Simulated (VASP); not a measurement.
Input of a VASP 6.6.1 run:

Contents of INCAR:

```
ALGO = Normal
EDIFF = 1E-6
ENCUT = 500
GGA = PE
GGA_COMPAT = False
ISIF = 2
ISMEAR = -1
LASPH = True
LCHARG = False
LREAL = False
LWAVE = False
NBANDS = 11
NELM = 120
PREC = Accurate
SIGMA = 0.1
```

The input KPOINTS:

```
k-points
0
Gamma
  5 5 5
```

Contents of POSCAR:

```
BAs
1.0
    0.0000000000      2.3885000000      2.3885000000
    2.3885000000      0.0000000000      2.3885000000
    2.3885000000      2.3885000000      0.0000000000
B As
1 1
Direct
   -0.0231526314     -0.0036831406     -0.0149331149
    0.2268724883      0.2463585998      0.2350268898
```

Potentials or basis: VASP PAW PBE potentials, release 64 (B, As).

Launch:

```sh
$ cat potpaw_PBE.64/B/POTCAR potpaw_PBE.64/As/POTCAR > POTCAR
$ mpirun -np 1 vasp_std > vasp.out
```

Task: Estimate the band gap on the k mesh.

Result: 1.17 eV, indirect (least direct gap 3.27 eV).

Task: What does it give for the pressure?

Result: 3.6 GPa.

Forces on the atoms (eV/Å):
```
B    0.000 -0.001  0.003
As   0.000  0.001 -0.003
```

Caveat: the k points lie up to 0.46 Å⁻¹ apart. A k mesh can miss the band edges.
